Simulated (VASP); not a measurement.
# Li3ClO (Pm-3m) in VASP: further runs

Runs on Li3ClO. Level: LDA. Tasks: single point.

Program: VASP 6.6.1. These are calculated values, not measurements. Logs are shortened: lines on timing, memory, paths and dates and some standing lists are left out, and cuts for length are marked.

## (1) The cell of the first run

The structure is cubic, space group Pm-3m (No. 221). Conventional cell: a = 3.908 Å, b = 3.908 Å, c = 3.908 Å, α = 90.00°, β = 90.00°, γ = 90.00°. Within 2.6 Å of Li (site symmetry 4/mmm) lie 2 O at 1.95 Å. Within 3.6 Å of Cl (site symmetry m-3m) lie 12 Li at 2.76 Å and 8 O at 3.38 Å. O (site symmetry m-3m) has 6 Li at 1.95 Å within 2.6 Å.

## (2) Single point, LDA

The input, INCAR:

```
PREC     = Accurate       # precision mode
ENCUT    = 520            # plane-wave cutoff, eV
EDIFF    = 1E-7           # SCF threshold, eV
ISMEAR   = 0              # smearing method
SIGMA    = 0.05           # smearing width, eV
LREAL    = False          # projectors in reciprocal space
LASPH    = True           # aspherical terms in the spheres
NELM     = 100            # most SCF steps
ALGO     = Normal         # electronic algorithm
ISIF     = 2              # what is computed and relaxed
LWAVE    = False          # write WAVECAR
LCHARG   = False          # write CHGCAR
NBANDS   = 19             # bands
```

The input, KPOINTS:

```
regular mesh
0
Gamma
  6 6 6
```

The input, POSCAR:

```
Li3ClO
1.0
    3.9083370000      0.0000000000      0.0000000000
    0.0000000000      3.9083370000      0.0000000000
    0.0000000000      0.0000000000      3.9083370000
Li Cl O
3 1 1
Direct
    0.0000000000      0.5000000000      0.5000000000
    0.5000000000      0.0000000000      0.5000000000
    0.5000000000      0.5000000000      0.0000000000
    0.0000000000      0.0000000000      0.0000000000
    0.5000000000      0.5000000000      0.5000000000
```

Potentials or basis: VASP PAW LDA potentials, release 64 (Li_sv, Cl, O).

On the command line:

```console
$ cat potpaw_LDA.64/Li_sv/POTCAR potpaw_LDA.64/Cl/POTCAR potpaw_LDA.64/O/POTCAR > POTCAR
$ mpirun -np 1 vasp_std > vasp.out
```

OUTCAR:

```text
PREC = Accurate
   ENCUT = 520
   EDIFF = 1E-7
   ISMEAR = 0
   LREAL = False
   LASPH = True
   NELM = 100
   ISIF = 2

 ion  position               nearest neighbor table
   1  0.000  0.500  0.500-   5 1.95   5 1.95
   2  0.500  0.000  0.500-   5 1.95   5 1.95
   3  0.500  0.500  0.000-   5 1.95   5 1.95
   4  0.000  0.000  0.000-
   5  0.500  0.500  0.500-   1 1.95   2 1.95   3 1.95   3 1.95   2 1.95   1 1.95

  LATTYP: Found a simple cubic cell.
 ALAT       =     3.9083370000

  Lattice vectors:

 A1 = (   3.9083370000,   0.0000000000,   0.0000000000)
 A2 = (   0.0000000000,   3.9083370000,   0.0000000000)
 A3 = (   0.0000000000,   0.0000000000,   3.9083370000)

Analysis of symmetry for initial positions (statically):
=====================================================================
 Subroutine PRICEL returns:
 Original cell was already a primitive cell.

 Routine SETGRP: Setting up the symmetry group for a
 simple cubic supercell.

 Subroutine GETGRP returns: Found 48 space group operations
 (whereof 48 operations were pure point group operations)
 out of a pool of 48 trial point group operations.

The static configuration has the point symmetry O_h .

Analysis of symmetry for dynamics (positions and initial velocities):
=====================================================================
 Subroutine PRICEL returns:
 Original cell was already a primitive cell.

 Routine SETGRP: Setting up the symmetry group for a
 simple cubic supercell.

 Subroutine GETGRP returns: Found 48 space group operations
 (whereof 48 operations were pure point group operations)
 out of a pool of 48 trial point group operations.

The dynamic configuration has the point symmetry O_h .

 Subroutine INISYM returns: Found 48 space group operations
 (whereof 48 operations are pure point group operations),
 and found     1 'primitive' translations

----------------------------------------------------------------------------------------

                                     Primitive cell

  volume of cell :      59.7002

  direct lattice vectors                    reciprocal lattice vectors
     3.908337000  0.000000000  0.000000000     0.255863299  0.000000000  0.000000000
     0.000000000  3.908337000  0.000000000     0.000000000  0.255863299  0.000000000
     0.000000000  0.000000000  3.908337000     0.000000000  0.000000000  0.255863299

  length of vectors
     3.908337000  3.908337000  3.908337000     0.255863299  0.255863299  0.255863299

  position of ions in fractional coordinates (direct lattice)
     0.000000000  0.500000000  0.500000000
     0.500000000  0.000000000  0.500000000
     0.500000000  0.500000000  0.000000000
     0.000000000  0.000000000  0.000000000
     0.500000000  0.500000000  0.500000000

  ion indices of the primitive-cell ions
   primitive index   ion index
                 1           1
                 2           2
                 3           3
                 4           4
                 5           5

----------------------------------------------------------------------------------------

 KPOINTS: regular mesh

Automatic generation of k-mesh.
 Grid dimensions read from file:
 generate k-points for:    6    6    6

 Generating k-lattice:

  Cartesian coordinates                     Fractional coordinates (reciprocal lattice)
     0.042643883  0.000000000  0.000000000     0.166666667  0.000000000  0.000000000
     0.000000000  0.042643883  0.000000000     0.000000000  0.166666667  0.000000000
     0.000000000  0.000000000  0.042643883     0.000000000  0.000000000  0.166666667

  Length of vectors
     0.042643883  0.042643883  0.042643883

  Shift w.r.t. Gamma in fractional coordinates (k-lattice)
     0.000000000  0.000000000  0.000000000

 Subroutine IBZKPT returns following result:
 ===========================================

 Found     20 irreducible k-points:

 Following reciprocal coordinates:
            Coordinates               Weight
  0.000000  0.000000  0.000000      1.000000
  0.166667  0.000000  0.000000      6.000000
  0.333333  0.000000  0.000000      6.000000
  0.500000  0.000000  0.000000      3.000000
  0.166667  0.166667  0.000000     12.000000
  0.333333  0.166667  0.000000     24.000000
[... 12 lines left out ...]
  0.500000  0.500000  0.333333      6.000000
  0.500000  0.500000  0.500000      1.000000
   k-points           NKPTS =     20   k-points in BZ     NKDIM =     20   number of bands    NBANDS=     19
   number of dos      NEDOS =    301   number of ions     NIONS =      5
   total plane-waves  NPLWV =  27000
   dimension x,y,z NGX =    30 NGY =   30 NGZ =   30
   dimension x,y,z NGXF=    60 NGYF=   60 NGZF=   60
   ions per type =               3   1   1
   NGX,Y,Z   is equivalent  to a cutoff of  12.76, 12.76, 12.76 a.u.
   NGXF,Y,Z  is equivalent  to a cutoff of  25.52, 25.52, 25.52 a.u.
 SYSTEM =  unknown system
   PREC   = accura    normal or accurate (medium, high low for compatibility)
   ISTART =      0    job   : 0-new  1-cont  2-samecut
   ICHARG =      2    charge: 1-file 2-atom 10-const
   ISPIN  =      1    spin polarized calculation?
   LNONCOLLINEAR =      F non collinear calculations
   LSORBIT =      F    spin-orbit coupling
   LASPH  =      T    aspherical Exc in radial PAW
   ENCUT  =  520.0 eV  38.22 Ry    6.18 a.u.   7.27  7.27  7.27*2*pi/ulx,y,z
   NELM   =    100;   NELMIN=  2; NELMDL= -5     # of ELM steps
   EDIFF  = 0.1E-06   stopping-criterion for ELM
   LREAL  =      F    real-space projection
   EDIFFG = 0.1E-05   stopping-criterion for IOM
   NSW    =      0    number of steps for IOM
   IBRION =     -1    ionic relax: 0-MD 1-quasi-New 2-CG
   NFREE  =      0    steps in history (QN), initial steepest desc. (CG)
   ISIF   =      2    stress and relaxation
   ISYM   =      2    0-nonsym 1-usesym 2-fastsym
   POTIM  = 0.5000    time-step for ionic-motion
   TEBEG  =    0.0;   TEEND  =   0.0 temperature during run
   PSTRESS=    0.0 pullay stress
   NELECT =      22.0000    total number of electrons
   NUPDOWN=      -1.0000    fix difference up-down
   EMIN   =  10.00;   EMAX   =-10.00  energy-range for DOS
   EFERMI =   0.00;   METHOD = LEGACY
   ISMEAR =     0;   SIGMA  =   0.05  broadening in eV -4-tet -1-fermi 0-gaus
   EFERMI_NEDOS =   21; number of points for ismear=-14 and -15
   IALGO  =     38    algorithm
   IMIX   =      4    mixing-type and parameters
     AMIX     =   0.40;   BMIX     =  1.00
     AMIX_MAG =   1.60;   BMIX_MAG =  1.00
  volume/ion in A,a.u.               =      11.94        80.58
  Fermi-wavevector in a.u.,A,eV,Ry     =   1.173700  2.217971 18.742996  1.377571
  Thomas-Fermi vector in A             =   2.310109
   LORBIT       =      0    0 simple, 1 ext, 2 COOP (PROOUT), +10 PAW based schemes
   GGA     = CA    functional components
   LHFCALC =     F    Hartree Fock is set to
   AEXX    =    0.0000 exact exchange contribution
   IVDW    =     0    specifies the selected vdW correction
   LEPSILON=     F    determine dielectric tensor
   LRPA    =     F    only Hartree local field effects (RPA)
 non-spin polarized calculation
 Gauss-broadening in eV      SIGMA  =   0.05
  energy-cutoff  :      520.00
  volume of cell :       59.70
 maximum number of plane-waves:      1640
 NGX is ok and might be reduce to    30
   NGX = 15   NGY = 15   NGZ = 15

 number of electron      21.9999977 magnetization

 Free energy of the ion-electron system (eV)
  ---------------------------------------------------
  ext. energy  EPLUGINS =         0.00000000
  ---------------------------------------------------
  free energy    TOTEN  =       -23.62812609 eV

  energy without entropy =      -23.62812609  energy(sigma->0) =      -23.62812609

 E-fermi :   1.7617     XC(G=0):  -9.5451

 val. band max:        1.5105059708   @ k =   0.5000   0.5000   0.0000
 cond. band min:       6.1032460761   @ k =   0.0000   0.0000   0.0000
 fundamental gap:      4.5927401053
 Fermi energy:         1.7616916438

 k-point     1 :       0.0000    0.0000    0.0000
  band No.  band energies     occupation
      1     -40.9430      2.00000
      2     -40.8692      2.00000
      3     -40.8692      2.00000
      4     -13.3341      2.00000
      5     -12.4529      2.00000
      6      -1.4336      2.00000
[... 11 lines left out ...]
     18      13.6044      0.00000
     19      13.6044      0.00000

 k-point     2 :       0.1667    0.0000    0.0000
  band No.  band energies     occupation
      1     -40.9384      2.00000
      2     -40.8734      2.00000
      3     -40.8692      2.00000
      4     -13.2813      2.00000
      5     -12.5146      2.00000
      6      -1.5519      2.00000
[... 11 lines left out ...]
     18      12.9444      0.00000
     19      12.9444      0.00000

 k-point     3 :       0.3333    0.0000    0.0000
  band No.  band energies     occupation
      1     -40.9269      2.00000
      2     -40.8842      2.00000
      3     -40.8690      2.00000
      4     -13.1410      2.00000
      5     -12.6715      2.00000
      6      -1.8148      2.00000
[... 11 lines left out ...]
     18      12.4543      0.00000
     19      13.0250      0.00000

 k-point     4 :       0.5000    0.0000    0.0000
  band No.  band energies     occupation
      1     -40.9180      2.00000
      2     -40.8928      2.00000
      3     -40.8689      2.00000
      4     -13.0120      2.00000
      5     -12.8082      2.00000
      6      -1.9536      2.00000
[... 319 lines left out ...]
     18      14.1346      0.00000
     19      15.8577      0.00000

 k-point    19 :       0.5000    0.5000    0.3333
  band No.  band energies     occupation
      1     -40.8922      2.00000
      2     -40.8920      2.00000
      3     -40.8920      2.00000
      4     -13.1326      2.00000
      5     -12.5760      2.00000
      6      -2.1299      2.00000
[... 11 lines left out ...]
     18      13.3406      0.00000
     19      16.4343      0.00000

 k-point    20 :       0.5000    0.5000    0.5000
  band No.  band energies     occupation
      1     -40.8920      2.00000
      2     -40.8920      2.00000
      3     -40.8920      2.00000
      4     -13.1510      2.00000
      5     -12.5397      2.00000
      6      -2.0298      2.00000
[... 11 lines left out ...]
     18      12.1676      0.00000
     19      17.1125      0.00000

------------------------ aborting loop because EDIFF is reached ----------------------------------------

  FORCE on cell =-STRESS in cart. coord.  units (eV):
  Direction    XX          YY          ZZ          XY          YZ          ZX
  --------------------------------------------------------------------------------------
  -------------------------------------------------------------------------------------
  Total       -2.0598438     -2.0598438     -2.0598438     -0.0000000     -0.0000000      0.0000000
  in kB      -55.2801055    -55.2801055    -55.2801055     -0.0000000     -0.0000000      0.0000000
  external PRESSURE =     -55.2801055 kB  Pullay stress =       0.0000000 kB

 VOLUME and BASIS-vectors are now :
 -----------------------------------------------------------------------------
  energy-cutoff  :      520.00
  volume of cell :       59.70
      direct lattice vectors                 reciprocal lattice vectors
     3.908337000  0.000000000  0.000000000     0.255863299  0.000000000  0.000000000
     0.000000000  3.908337000  0.000000000     0.000000000  0.255863299  0.000000000
     0.000000000  0.000000000  3.908337000     0.000000000  0.000000000  0.255863299

 POSITION                                       TOTAL-FORCE (eV/Angst)
 -----------------------------------------------------------------------------------
      0.00000      1.95417      1.95417         0.000000      0.000000      0.000000
      1.95417      0.00000      1.95417         0.000000      0.000000      0.000000
      1.95417      1.95417      0.00000         0.000000      0.000000      0.000000
      0.00000      0.00000      0.00000         0.000000      0.000000      0.000000
      1.95417      1.95417      1.95417         0.000000      0.000000      0.000000
 -----------------------------------------------------------------------------------
    total drift:                                0.000000      0.000000      0.000000

  FREE ENERGIE OF THE ION-ELECTRON SYSTEM (eV)
  ---------------------------------------------------
  free  energy   TOTEN  =       -23.6281260896 eV

  energy  without entropy=      -23.6281260896  energy(sigma->0) =      -23.62812609
```

It took 17 s on 1 thread of Intel Xeon 6975P-C, shared host; peak memory 0.15 GiB.

What came out:

- Free energy: -23.6281 eV
- Band gap on the k mesh: 4.59 eV, indirect (least direct gap 4.61 eV)

Caveat: the cutoff is under 1.25 times the usual one of these potentials, so pressure, stress and relaxed cells hold a basis-set (Pulay) error.

## (3) Single point, LDA

The input, INCAR:

```
PREC     = Accurate       # precision mode
ENCUT    = 520            # plane-wave cutoff, eV
EDIFF    = 1E-6           # SCF threshold, eV
ISMEAR   = 0              # smearing method
SIGMA    = 0.05           # smearing width, eV
LREAL    = F              # projectors in reciprocal space
LASPH    = T              # aspherical terms in the spheres
NELM     = 80             # most SCF steps
ALGO     = Normal         # electronic algorithm
ISIF     = 2              # what is computed and relaxed
LWAVE    = F              # write WAVECAR
LCHARG   = T              # write CHGCAR
GGA      = CA             # functional
LELF     = T              # ELF
LVHAR    = T            
NBANDS   = 19             # bands
```

KPOINTS is that of step 2.

POSCAR is that of step 2.

Potentials or basis: VASP PAW LDA potentials, release 64 (Li_sv, Cl, O).

On the command line:

```console
$ cat potpaw_LDA.64/Li_sv/POTCAR potpaw_LDA.64/Cl/POTCAR potpaw_LDA.64/O/POTCAR > POTCAR
$ mpirun -np 1 vasp_std > vasp.out
```

Run time: 19 s. Hardware: 1 thread of Intel Xeon 6975P-C, shared host; peak memory 0.15 GiB.

The run converged. Its results:

```yaml
Free_energy: -23.6281 eV
Band_gap_on_the_k_mesh: 4.59 eV, indirect (least direct gap 4.61 eV)
```

Levels at points of the mesh, in eV from the valence-band top:
```tsv
k point	band 7	band 8	band 9	band 10	band 11	band 12	band 13	band 14	band 15	band 16
(0.00, 0.00, 0.00)	-2.94	-2.94	-0.52	-0.52	-0.52	4.59	6.91	6.91	11.42	11.42
(0.50, 0.00, 0.00)	-2.31	-2.31	-1.12	-1.12	-1.00	6.29	6.36	8.79	8.79	8.95
(0.50, 0.50, 0.00)	-3.89	-2.09	-0.92	0.00	0.00	4.61	6.66	7.74	7.74	10.04
(0.50, 0.50, 0.50)	-3.54	-3.54	-0.72	-0.72	-0.72	8.46	8.46	8.46	8.69	8.69
```

Caveat: the cutoff is under 1.25 times the usual one of these potentials, so pressure, stress and relaxed cells hold a basis-set (Pulay) error.
